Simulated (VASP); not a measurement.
# Pb (I4_1/amd) in VASP: relaxation of cell and atoms with PBE

Aim: the relaxation of cell and atoms of Pb with PBE.

Everything below comes from runs of VASP 6.6.1. Logs are shortened: lines on timing, memory, paths and dates and some standing lists are left out, and cuts for length are marked.

## 1. The cell of the first run

The structure is tetragonal, space group I4_1/amd (No. 141). The conventional cell has a = 5.720 Å, b = 5.720 Å, c = 3.146 Å, α = 90.00°, β = 90.00°, γ = 90.00°. Within 3.9 Å of Pb (site symmetry -4m2) lie 10 Pb at 2.97 to 3.71 Å.

## 2. Relaxation of cell and atoms, PBE, target pressure 17 GPa, at which the enthalpy is minimised

Contents of INCAR:

```
PREC = Accurate
ENCUT = 600
EDIFF = 1E-6
ISMEAR = -1
SIGMA = 0.1
LREAL = False
LASPH = True
NELM = 60
ALGO = Normal
ISIF = 3
LWAVE = False
LCHARG = False
GGA = PE
IBRION = 2
NSW = 60
EDIFFG = -0.005
PSTRESS = 170.0
```

Contents of KPOINTS:

```
Automatic mesh
0
Gamma
  14 14 14
```

Contents of POSCAR:

```
Pb
1.0
   -2.8599358263      2.8599358263      1.5729647045
    2.8599358263     -2.8599358263      1.5729647045
    2.8599358263      2.8599358263     -1.5729647045
Pb
2
Direct
   -0.3750000000     -0.1250000000     -0.2500000000
    0.3750000000      0.1250000000      0.2500000000
```

Potentials or basis: VASP PAW PBE potentials, release 64 (Pb_d).

On the command line:

```sh
cat potpaw_PBE.64/Pb_d/POTCAR > POTCAR
mpirun -np 1 vasp_std > vasp.out
```

OUTCAR:

```text
PREC = Accurate
   ENCUT = 600
   EDIFF = 1E-6
   ISMEAR = -1
   LREAL = False
   LASPH = True
   NELM = 60
   ISIF = 3
   GGA = PE
   IBRION = 2
   NSW = 60
   EDIFFG = -0.005
   PSTRESS = 170.0

 ion  position               nearest neighbor table
   1  0.625  0.875  0.750-   2 2.97   2 2.97   2 2.97   2 2.97   2 3.71   2 3.71   2 3.71   2 3.71

   2  0.375  0.125  0.250-   1 2.97   1 2.97   1 2.97   1 2.97   1 3.71   1 3.71   1 3.71   1 3.71

  LATTYP: Found a body centered tetragonal cell.
 ALAT       =     5.7198716526
 C/A-ratio  =     0.5500000000

  Lattice vectors:

 A1 = (  -2.8599358263,   2.8599358263,   1.5729647045)
 A2 = (   2.8599358263,  -2.8599358263,   1.5729647045)
 A3 = (   2.8599358263,   2.8599358263,  -1.5729647045)

Analysis of symmetry for initial positions (statically):
=====================================================================
 Subroutine PRICEL returns:
 Original cell was already a primitive cell.

 Routine SETGRP: Setting up the symmetry group for a
 body centered tetragonal supercell.

 Subroutine GETGRP returns: Found 16 space group operations
 (whereof  4 operations were pure point group operations)
 out of a pool of 16 trial point group operations.

The static configuration has the point symmetry C_2h.
 The point group associated with its full space group is D_4h.

Analysis of symmetry for dynamics (positions and initial velocities):
=====================================================================
 Subroutine PRICEL returns:
 Original cell was already a primitive cell.

 Routine SETGRP: Setting up the symmetry group for a
 body centered tetragonal supercell.

 Subroutine GETGRP returns: Found 16 space group operations
 (whereof  4 operations were pure point group operations)
 out of a pool of 16 trial point group operations.

The dynamic configuration has the point symmetry C_2h.
 The point group associated with its full space group is D_4h.

 Subroutine INISYM returns: Found 16 space group operations
 (whereof  4 operations are pure point group operations),
 and found     1 'primitive' translations

----------------------------------------------------------------------------------------

                                     Primitive cell

  volume of cell :      51.4626

  direct lattice vectors                    reciprocal lattice vectors
    -2.859935826  2.859935826  1.572964704     0.000000000  0.174829098  0.317871087
     2.859935826 -2.859935826  1.572964704     0.174829098  0.000000000  0.317871087
     2.859935826  2.859935826 -1.572964704     0.174829098  0.174829098  0.000000000

  length of vectors
     4.339664022  4.339664022  4.339664022     0.362777123  0.362777123  0.247245681

  position of ions in fractional coordinates (direct lattice)
     0.625000000  0.875000000  0.750000000
     0.375000000  0.125000000  0.250000000

  ion indices of the primitive-cell ions
   primitive index   ion index
                 1           1
                 2           2

----------------------------------------------------------------------------------------

 KPOINTS: Automatic mesh

Automatic generation of k-mesh.
 Grid dimensions read from file:
 generate k-points for:   14   14   14

 Generating k-lattice:

  Cartesian coordinates                     Fractional coordinates (reciprocal lattice)
     0.000000000  0.012487793  0.022705078     0.071428571  0.000000000  0.000000000
     0.012487793  0.000000000  0.022705078     0.000000000  0.071428571  0.000000000
     0.012487793  0.012487793  0.000000000     0.000000000  0.000000000  0.071428571

  Length of vectors
     0.025912652  0.025912652  0.017660406

  Shift w.r.t. Gamma in fractional coordinates (k-lattice)
     0.000000000  0.000000000  0.000000000

 Subroutine IBZKPT returns following result:
 ===========================================

 Found    244 irreducible k-points:

 Following reciprocal coordinates:
            Coordinates               Weight
  0.000000  0.000000  0.000000      1.000000
  0.071429  0.000000  0.000000      8.000000
  0.142857  0.000000  0.000000      8.000000
  0.214286 -0.000000  0.000000      8.000000
  0.285714  0.000000  0.000000      8.000000
  0.357143  0.000000  0.000000      8.000000
[... 16 lines left out ...]
  0.214286  0.142857  0.000000     16.000000
  0.285714  0.142857 -0.000000     16.000000
 [... further k-points ...]
   k-points           NKPTS =    244   k-points in BZ     NKDIM =    244   number of bands    NBANDS=     18
   number of dos      NEDOS =    301   number of ions     NIONS =      2
   total plane-waves  NPLWV =  46656
   dimension x,y,z NGX =    36 NGY =   36 NGZ =   36
   dimension x,y,z NGXF=    72 NGYF=   72 NGZF=   72
   ions per type =               2
   NGX,Y,Z   is equivalent  to a cutoff of  13.79, 13.79, 13.79 a.u.
   NGXF,Y,Z  is equivalent  to a cutoff of  27.58, 27.58, 27.58 a.u.
 SYSTEM =  unknown system
   PREC   = accura    normal or accurate (medium, high low for compatibility)
   ISTART =      0    job   : 0-new  1-cont  2-samecut
   ICHARG =      2    charge: 1-file 2-atom 10-const
   ISPIN  =      1    spin polarized calculation?
   LNONCOLLINEAR =      F non collinear calculations
   LSORBIT =      F    spin-orbit coupling
   LASPH  =      T    aspherical Exc in radial PAW
   ENCUT  =  600.0 eV  44.10 Ry    6.64 a.u.   8.67  8.67  8.67*2*pi/ulx,y,z
   NELM   =     60;   NELMIN=  2; NELMDL= -5     # of ELM steps
   EDIFF  = 0.1E-05   stopping-criterion for ELM
   LREAL  =      F    real-space projection
   EDIFFG = -.5E-02   stopping-criterion for IOM
   NSW    =     60    number of steps for IOM
   IBRION =      2    ionic relax: 0-MD 1-quasi-New 2-CG
   NFREE  =      1    steps in history (QN), initial steepest desc. (CG)
   ISIF   =      3    stress and relaxation
   ISYM   =      2    0-nonsym 1-usesym 2-fastsym
   POTIM  = 0.5000    time-step for ionic-motion
   TEBEG  =    0.0;   TEEND  =   0.0 temperature during run
   PSTRESS=  170.0 pullay stress
   NELECT =      28.0000    total number of electrons
   NUPDOWN=      -1.0000    fix difference up-down
   EMIN   =  10.00;   EMAX   =-10.00  energy-range for DOS
   EFERMI =   0.00;   METHOD = LEGACY
   ISMEAR =    -1;   SIGMA  =   0.10  broadening in eV -4-tet -1-fermi 0-gaus
   EFERMI_NEDOS =   21; number of points for ismear=-14 and -15
   IALGO  =     38    algorithm
   IMIX   =      4    mixing-type and parameters
     AMIX     =   0.40;   BMIX     =  1.00
     AMIX_MAG =   1.60;   BMIX_MAG =  1.00
  volume/ion in A,a.u.               =      25.73       173.64
  Fermi-wavevector in a.u.,A,eV,Ry     =   1.336484  2.525588 24.302572  1.786189
  Thomas-Fermi vector in A             =   2.465107
   LORBIT       =      0    0 simple, 1 ext, 2 COOP (PROOUT), +10 PAW based schemes
   GGA     = PE    functional components
   LHFCALC =     F    Hartree Fock is set to
   AEXX    =    0.0000 exact exchange contribution
   IVDW    =     0    specifies the selected vdW correction
   LEPSILON=     F    determine dielectric tensor
   LRPA    =     F    only Hartree local field effects (RPA)
 conjugate gradient relaxation of ions
 non-spin polarized calculation
  energy-cutoff  :      600.00
  volume of cell :       51.46
 maximum number of plane-waves:      1747
   NGX = 17   NGY = 17   NGZ = 17

--------------------------------------- Ionic step        1  -------------------------------------------

 number of electron      28.0000000 magnetization

 Free energy of the ion-electron system (eV)
  ---------------------------------------------------
  ext. energy  EPLUGINS =         0.00000000
  ---------------------------------------------------
  free energy    TOTEN  =        -6.20514922 eV

  energy without entropy =       -6.17357628  energy(sigma->0) =       -6.18936275

------------------------ aborting loop because EDIFF is reached ----------------------------------------

  FORCE on cell =-STRESS in cart. coord.  units (eV):
  Direction    XX          YY          ZZ          XY          YZ          ZX
  --------------------------------------------------------------------------------------
  -------------------------------------------------------------------------------------
  Total        6.0821255      6.0821255      5.0756856      0.0000000      0.0000000      0.0000000
  in kB      189.3539704    189.3539704    158.0206146      0.0000000      0.0000000      0.0000000
  external PRESSURE =       8.9095185 kB  Pullay stress =     170.0000000 kB
[... 137 lines left out ...]
  enthalpy is  TOTEN    =        -0.7545246353 eV   P V=        5.4777836864

--------------------------------------- Ionic step        5  -------------------------------------------

 number of electron      28.0000005 magnetization

 Free energy of the ion-electron system (eV)
  ---------------------------------------------------
  ext. energy  EPLUGINS =         0.00000000
  ---------------------------------------------------
  free energy    TOTEN  =        -6.25974911 eV

  energy without entropy =       -6.22740206  energy(sigma->0) =       -6.24357558

 E-fermi :   9.0655     XC(G=0): -10.8973

 val. band max:        9.0596932544   @ k =   0.4286   0.3571   0.0000
 cond. band min:       9.0656878358   @ k =  -0.3571  -0.4286   0.2857
 fundamental gap:      0.0059945814
 Fermi energy:         9.0655310980

 k-point     1 :       0.0000    0.0000    0.0000
  band No.  band energies     occupation
      1      -8.6544      2.00000
      2      -8.4674      2.00000
      3      -8.4066      2.00000
      4      -8.3946      2.00000
      5      -7.8919      2.00000
      6      -7.8919      2.00000
[... 10 lines left out ...]
     17      15.5648      0.00000
     18      17.2071      0.00000
[... 466 lines left out ...]
      2      -8.3138      2.00000
      3      -8.2163      2.00000
      4      -8.1800      2.00000
      5      -8.0953      2.00000
      6      -8.0815      2.00000
[... 10 lines left out ...]
     17      12.5752      0.00000
     18      13.6117      0.00000

 [... further k-points ...]
[... 5 lines left out ...]
  --------------------------------------------------------------------------------------
  -------------------------------------------------------------------------------------
  Total        5.4946897      5.4946897      5.5001648     -0.0000000      0.0000000     -0.0000000
  in kB      169.7033749    169.7033749    169.8724754     -0.0000000      0.0000000     -0.0000000
  external PRESSURE =      -0.2402582 kB  Pullay stress =     170.0000000 kB
[... 17 lines left out ...]
  FREE ENERGIE OF THE ION-ELECTRON SYSTEM (eV)
  ---------------------------------------------------
  free  energy   TOTEN  =        -6.2597491104 eV

  energy  without entropy=       -6.2274020592  energy(sigma->0) =       -6.24357558

  enthalpy is  TOTEN    =        -0.7554552740 eV   P V=        5.5042938364

 reached required accuracy - stopping structural energy minimisation
```

Wall time 5.9 min (1 thread of Intel Xeon 6975P-C (Granite Rapids), shared host); peak memory 0.38 GiB.

What came out:

```
Free energy                                                : -6.2597 eV
Relaxed volume                                             : 25.94 Å³/atom
Relaxed cell                                               : a = 4.377 Å, b = 4.377 Å, c = 4.377 Å, α = 97.18°, β = 97.18°, γ = 138.60°
Space group after relaxing (to 0.1 Å)                      : I4_1/amd (No. 141)
Energy change on relaxing (the run minimises the enthalpy) : -27.3 meV/atom
Ionic steps                                                : 5
Pressure after relaxing                                    : 17.0 GPa
Band gap on the k mesh                                     : zero (bands 14 and 15 overlap by 4.04 eV)
```

The path:
```
step  energy change (eV)  largest force (eV/Å)  pressure (GPa)  volume (Å³)
   1              0.0000                0.0000           17.89        51.46
   2             -0.1205                0.0000           15.63        52.53
   3             -0.0950                0.0000           16.14        52.28
   4             -0.0272                0.0000           17.52        51.63
   5             -0.0546                0.0000           16.98        51.88
```

Final structure:
```yaml
crystal:
  lattice:
    - [-2.89516, 2.89516, 1.54724]
    - [2.89516, -2.89516, 1.54724]
    - [2.89516, 2.89516, -1.54724]
  atoms:
    - { symbol: Pb, position: [0.62500, 0.87500, 0.75000] }
    - { symbol: Pb, position: [0.37500, 0.12500, 0.25000] }
```

Caveat: the cell is relaxed towards a set pressure, so the run minimises the enthalpy, not the energy; spin-orbit coupling is left out, which moves the levels of the heavy elements.
